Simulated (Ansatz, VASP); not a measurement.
## BN: VASP beside Ansatz

```xyz
2
Lattice="0.0000 1.7908 1.7908 1.7908 0.0000 1.7908 1.7908 1.7908 0.0000" Properties=species:S:1:pos:R:3 pbc="T T T"
B     1.7908    1.7908    1.7908
N     0.0000    0.0000    0.0000
```

Alike in both runs: task single point; functional PBE; k mesh 14 × 14 × 14; occupations gaussian, width 0.02 eV; no spin polarisation.

|  | VASP | Ansatz |
| --- | --- | --- |
| version | VASP 6.6.1 | Ansatz 0.2.0 |
| potentials or method | VASP PAW PBE potentials, release 64 (B, N), cutoff 600 eV | scalar-relativistic, plane waves, PAW |
| valence electrons in the cell | 8 | 8 |

|  | VASP | Ansatz | Ansatz less VASP |
| --- | --- | --- | --- |
| gap on the k mesh at the Fermi level (eV) | 0.69 | 0.69 | +0.003 |
| least direct gap on the mesh (eV) | 5.58 | 5.59 | +0.009 |
| pressure (GPa) | -22.5 | -22.1 | +0.44 |
